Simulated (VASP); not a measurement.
# TiCo (F-43m) in VASP: notebook

The runs below take TiCo through single point, with r2SCAN.

Program: VASP 6.6.1. These are calculated values, not measurements. Logs are shortened: lines on timing, memory, paths and dates and some standing lists are left out, and cuts for length are marked.

## Step 1: The cell of the first run

It takes space group F-43m (No. 216, cubic). The conventional cell has a = 4.830 Å, b = 4.830 Å, c = 4.830 Å, α = 90.00°, β = 90.00°, γ = 90.00°. Within 2.8 Å of Ti (site symmetry -43m) lie 4 Co at 2.09 Å. Within 2.8 Å of Co (site symmetry -43m) lie 4 Ti at 2.09 Å.

## Step 2: Single point, r2SCAN, collinear spin, ferromagnetic start

The input, POSCAR:

```
TiCo
1.0
    0.0000000000      2.4150006822      2.4150006822
    2.4150006822      0.0000000000      2.4150006822
    2.4150006822      2.4150006822      0.0000000000
Ti Co
1 1
Direct
    0.0000000000      0.0000000000      0.0000000000
    0.7500000000      0.7500000000      0.7500000000
```

The input, INCAR.step1:

```
SYSTEM = TiCo
PREC = Accurate
ENCUT = 520
ISMEAR = 0
SIGMA = 0.1
LREAL = .FALSE.
LASPH = .TRUE.
NELM = 150
ISPIN = 2
MAGMOM = 0 3
LMAXMIX = 4
NBANDS = 22
GGA = PE
ALGO = Normal
EDIFF = 1E-4
LWAVE = .TRUE.
LCHARG = .FALSE.
```

The input, INCAR.step2:

```
SYSTEM = TiCo
PREC = Accurate
ENCUT = 520
EDIFF = 1E-7
ISMEAR = 0
SIGMA = 0.1
LREAL = .FALSE.
LASPH = .TRUE.
NELM = 150
ALGO = Normal
ISIF = 2
LWAVE = .FALSE.
LCHARG = .FALSE.
ISPIN = 2
MAGMOM = 0 3
LORBIT = 11
LMAXMIX = 4
METAGGA = R2SCAN
LMIXTAU = .TRUE.
NBANDS = 22
ISTART = 1
```

The input, KPOINTS:

```
Automatic mesh
0
G
  6 6 6
  0 0 0
```

Potentials or basis: VASP PAW PBE potentials, release 64 (Ti_sv, Co).

On the command line:

```sh
cat potpaw_PBE.64/Ti_sv/POTCAR potpaw_PBE.64/Co/POTCAR > POTCAR
cp INCAR.step1 INCAR
mpirun -np 1 vasp_std > vasp.out
cp INCAR.step2 INCAR
mpirun -np 1 vasp_std > vasp.out
```

OUTCAR:

```text
SYSTEM = TiCo
   PREC = Accurate
   ENCUT = 520
   EDIFF = 1E-7
   ISMEAR = 0
   LREAL = .FALSE.
   LASPH = .TRUE.
   NELM = 150
   ISIF = 2
   ISPIN = 2
   LORBIT = 11
   METAGGA = R2SCAN
   ISTART = 1

 ion  position               nearest neighbor table
   1  0.000  0.000  0.000-   2 2.09   2 2.09   2 2.09   2 2.09
   2  0.750  0.750  0.750-   1 2.09   1 2.09   1 2.09   1 2.09

  LATTYP: Found a face centered cubic cell.
 ALAT       =     4.8300013644

  Lattice vectors:

 A1 = (   0.0000000000,   2.4150006822,   2.4150006822)
 A2 = (   2.4150006822,   0.0000000000,   2.4150006822)
 A3 = (   2.4150006822,   2.4150006822,   0.0000000000)

Analysis of symmetry for initial positions (statically):
=====================================================================
 Subroutine PRICEL returns:
 Original cell was already a primitive cell.

 Routine SETGRP: Setting up the symmetry group for a
 face centered cubic supercell.

 Subroutine GETGRP returns: Found 24 space group operations
 (whereof 24 operations were pure point group operations)
 out of a pool of 48 trial point group operations.

The static configuration has the point symmetry T_d .

Analysis of symmetry for dynamics (positions and initial velocities):
=====================================================================
 Subroutine PRICEL returns:
 Original cell was already a primitive cell.

 Routine SETGRP: Setting up the symmetry group for a
 face centered cubic supercell.

 Subroutine GETGRP returns: Found 24 space group operations
 (whereof 24 operations were pure point group operations)
 out of a pool of 48 trial point group operations.

The dynamic configuration has the point symmetry T_d .

Analysis of structural, dynamic, and magnetic symmetry:
=====================================================================
 Subroutine PRICEL returns:
 Original cell was already a primitive cell.

 Routine SETGRP: Setting up the symmetry group for a
 face centered cubic supercell.

 Subroutine GETGRP returns: Found 24 space group operations
 (whereof 24 operations were pure point group operations)
 out of a pool of 48 trial point group operations.

The overall configuration has the point symmetry T_d .

 Subroutine INISYM returns: Found 24 space group operations
 (whereof 24 operations are pure point group operations),
 and found     1 'primitive' translations

----------------------------------------------------------------------------------------

                                     Primitive cell

[... 104 lines left out ...]
  Thomas-Fermi vector in A             =   2.597951
   LORBIT       =     11    0 simple, 1 ext, 2 COOP (PROOUT), +10 PAW based schemes
   METAGGA = R2SCAN    functional components
   LHFCALC =     F    Hartree Fock is set to
   AEXX    =    0.0000 exact exchange contribution
   IVDW    =     0    specifies the selected vdW correction
   LEPSILON=     F    determine dielectric tensor
   LRPA    =     F    only Hartree local field effects (RPA)
 spin polarized calculation
 Gauss-broadening in eV      SIGMA  =   0.10
  energy-cutoff  :      520.00
  volume of cell :       28.17
 maximum number of plane-waves:       769
 NGX is ok and might be reduce to    28
   NGX = 13   NGY = 13   NGZ = 13

 number of electron      21.0000001 magnetization       0.6695520

 Free energy of the ion-electron system (eV)
  ---------------------------------------------------
  ext. energy  EPLUGINS =         0.00000000
  ---------------------------------------------------
  free energy    TOTEN  =       -23.18496350 eV

  energy without entropy =      -23.17400525  energy(sigma->0) =      -23.17948438

 E-fermi :   8.7042     XC(G=0): -12.8165

 val. band max:        8.6920904135   @ k =   0.5000   0.1667   0.0000
 cond. band min:       8.7190630950   @ k =  -0.3333   0.5000   0.1667
 fundamental gap:      0.0269726814
 Fermi energy:         8.7041517748

 spin component 1

 k-point     1 :       0.0000    0.0000    0.0000
  band No.  band energies     occupation
      1     -50.1182      1.00000
      2     -25.4251      1.00000
      3     -25.4251      1.00000
      4     -25.4251      1.00000
      5       1.7389      1.00000
      6       5.9815      1.00000
[... 389 lines left out ...]
     21      29.1968      0.00000
     22      31.6013      0.00000
 Fermi energy:         8.7041517748

 spin component 2

 k-point     1 :       0.0000    0.0000    0.0000
  band No.  band energies     occupation
      1     -49.6290      1.00000
      2     -24.9328      1.00000
      3     -24.9328      1.00000
      4     -24.9328      1.00000
      5       2.1439      1.00000
      6       6.0882      1.00000
[... 389 lines left out ...]
     21      29.4536      0.00000
     22      31.8943      0.00000

------------------------ aborting loop because EDIFF is reached ----------------------------------------

  FORCE on cell =-STRESS in cart. coord.  units (eV):
  Direction    XX          YY          ZZ          XY          YZ          ZX
  --------------------------------------------------------------------------------------
  -------------------------------------------------------------------------------------
  Total        7.1196259      7.1196259      7.1196259      0.0000000      0.0000000      0.0000000
  in kB      404.9356277    404.9356277    404.9356277      0.0000000      0.0000000      0.0000000
  external PRESSURE =     404.9356277 kB  Pullay stress =       0.0000000 kB

 VOLUME and BASIS-vectors are now :
 -----------------------------------------------------------------------------
  energy-cutoff  :      520.00
  volume of cell :       28.17
      direct lattice vectors                 reciprocal lattice vectors
     0.000000000  2.415000682  2.415000682    -0.207039279  0.207039279  0.207039279
     2.415000682  0.000000000  2.415000682     0.207039279 -0.207039279  0.207039279
     2.415000682  2.415000682  0.000000000     0.207039279  0.207039279 -0.207039279

 POSITION                                       TOTAL-FORCE (eV/Angst)
 -----------------------------------------------------------------------------------
      0.00000      0.00000      0.00000         0.000000      0.000000     -0.000000
      3.62250      3.62250      3.62250        -0.000000     -0.000000      0.000000
 -----------------------------------------------------------------------------------
    total drift:                                0.000003      0.000003      0.000003

  FREE ENERGIE OF THE ION-ELECTRON SYSTEM (eV)
  ---------------------------------------------------
  free  energy   TOTEN  =       -23.1849635009 eV

  energy  without entropy=      -23.1740052515  energy(sigma->0) =      -23.17948438

 total charge

# of ion       s       p       d       tot
------------------------------------------
    1        2.307   6.183   2.259  10.749
    2        0.771   0.332   7.811   8.914
--------------------------------------------------
tot          3.077   6.515  10.070  19.662

 magnetization (x)

# of ion       s       p       d       tot
------------------------------------------
    1        0.016   0.037   0.400   0.454
    2        0.048   0.090   0.002   0.139
--------------------------------------------------
tot          0.064   0.127   0.402   0.593
```

Run time: 2.8 min. Hardware: 1 thread of Intel Xeon Platinum 8375C at 2.90GHz (Ice Lake), shared host; peak memory 0.19 GiB.

Results:

```yaml
Free_energy: -23.1850 eV
Pressure: 40.5 GPa
Net_moment: 0.67 μB per cell
Site_moments: Ti +0.45; Co +0.14 μB
Valence_electrons_inside_the_program's_atomic_spheres: Ti 10.75; Co 8.91
```

Caveat: the k points lie up to 0.38 Å⁻¹ apart; the PAW data sets were made with another functional, which shifts forces and pressure a little.

## Step 3: Single point, r2SCAN, collinear spin, ferromagnetic start

This run uses another cell than the first one, of 18.21 Å³/atom, 1.293 times its volume.

The input, POSCAR:

```
TiCo
1.0
    0.0000000000      2.6309063864      2.6309063864
    2.6309063864      0.0000000000      2.6309063864
    2.6309063864      2.6309063864      0.0000000000
Ti Co
1 1
Direct
    0.0000000000      0.0000000000      0.0000000000
    0.7500000000      0.7500000000      0.7500000000
```

The input, INCAR.step1:

```
  ALGO = Normal
  EDIFF = 1E-4
  ENCUT = 520
  GGA = PE
  ISMEAR = 0
  ISPIN = 2
  LASPH = True
  LCHARG = False
  LMAXMIX = 4
  LREAL = False
  LWAVE = True
  MAGMOM = -0.35 0
  NBANDS = 22
  NELM = 150
  PREC = Accurate
  SIGMA = 0.1
```

The input, INCAR.step2:

```
  ALGO = Normal
  EDIFF = 1E-6
  ENCUT = 520
  ISIF = 2
  ISMEAR = 0
  ISPIN = 2
  ISTART = 1
  LASPH = True
  LCHARG = False
  LMAXMIX = 4
  LMIXTAU = True
  LORBIT = 11
  LREAL = False
  LWAVE = False
  MAGMOM = -0.35 0
  METAGGA = R2SCAN
  NBANDS = 22
  NELM = 150
  PREC = Accurate
  SIGMA = 0.1
```

The input, KPOINTS:

```
k-points
0
Gamma
  6 6 6
```

Potentials or basis: VASP PAW PBE potentials, release 64 (Ti_sv, Co).

On the command line:

```sh
cat potpaw_PBE.64/Ti_sv/POTCAR potpaw_PBE.64/Co/POTCAR > POTCAR
cp INCAR.step1 INCAR
mpirun -np 1 vasp_std > vasp.out
cp INCAR.step2 INCAR
mpirun -np 1 vasp_std > vasp.out
```

It took 3.4 min on 1 thread of Intel Xeon Platinum 8375C at 2.90GHz (Ice Lake), shared host; peak memory 0.19 GiB.

The run converged. Its results:

```yaml
Free_energy: -24.0069 eV
Pressure: -0.2 GPa
Net_moment: 0.00 μB per cell
Valence_electrons_inside_the_program's_atomic_spheres: Ti 10.34; Co 8.52
```

Levels at points of the mesh, in eV from the Fermi level:
Spin up:
| k point | band 7 | band 8 | band 9 | band 10 | band 11 | band 12 | band 13 | band 14 |
| --- | --- | --- | --- | --- | --- | --- | --- | --- |
| (0.00, 0.00, 0.00) | -1.65 | -1.44 | -1.44 | -1.44 | 1.04 | 1.04 | 1.04 | 3.15 |
| (0.50, 0.00, 0.00) | -1.58 | -1.58 | -1.45 | -1.45 | -0.56 | 1.63 | 1.63 | 3.01 |
| (0.50, 0.50, 0.00) | -1.39 | -1.39 | -0.82 | -0.66 | -0.49 | 2.25 | 2.85 | 3.02 |
Spin down:
| k point | band 7 | band 8 | band 9 | band 10 | band 11 | band 12 | band 13 | band 14 |
| --- | --- | --- | --- | --- | --- | --- | --- | --- |
| (0.00, 0.00, 0.00) | -1.65 | -1.44 | -1.44 | -1.44 | 1.04 | 1.04 | 1.04 | 3.15 |
| (0.50, 0.00, 0.00) | -1.58 | -1.58 | -1.45 | -1.45 | -0.56 | 1.63 | 1.63 | 3.01 |
| (0.50, 0.50, 0.00) | -1.39 | -1.39 | -0.82 | -0.66 | -0.49 | 2.25 | 2.85 | 3.03 |

Caveat: the PAW data sets were made with another functional, which shifts forces and pressure a little.
